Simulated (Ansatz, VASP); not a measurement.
LiH in VASP and in Ansatz

```
CELL_PARAMETERS angstrom
0.00000 1.95120 2.19510
1.95120 0.00000 2.19510
1.95120 1.95120 0.00000
ATOMIC_POSITIONS crystal
Li 0.00000 0.00000 0.00000
H 0.50000 0.50000 0.50000
```

Change from the starting cell: strain -0.040 along x and y, +0.080 along z, atoms carried along.

Alike in both runs: task single point; functional PBE; k mesh 10 × 10 × 10; occupations gaussian, width 0.05 eV; no spin polarisation.

```csv
,VASP,Ansatz
version,VASP 6.6.1,Ansatz 0.2.0
potentials or method,"VASP PAW PBE potentials, release 64 (Li_sv, H), cutoff 520 eV","scalar-relativistic, plane waves, PAW"
valence electrons in the cell,4,4
```

VASP gave:

```
gap on the k mesh at the Fermi level (eV) : 1.79
least direct gap on the mesh (eV)         : 2.71
```

Q: Which values does Ansatz return?

A: gap on the k mesh at the Fermi level (eV): 1.80; least direct gap on the mesh (eV): 2.73.

With one functional, cell and mesh, what is left measures potentials, basis and numerics.

Noted on VASP's run: the cutoff is short for stress, so the pressure is rough.
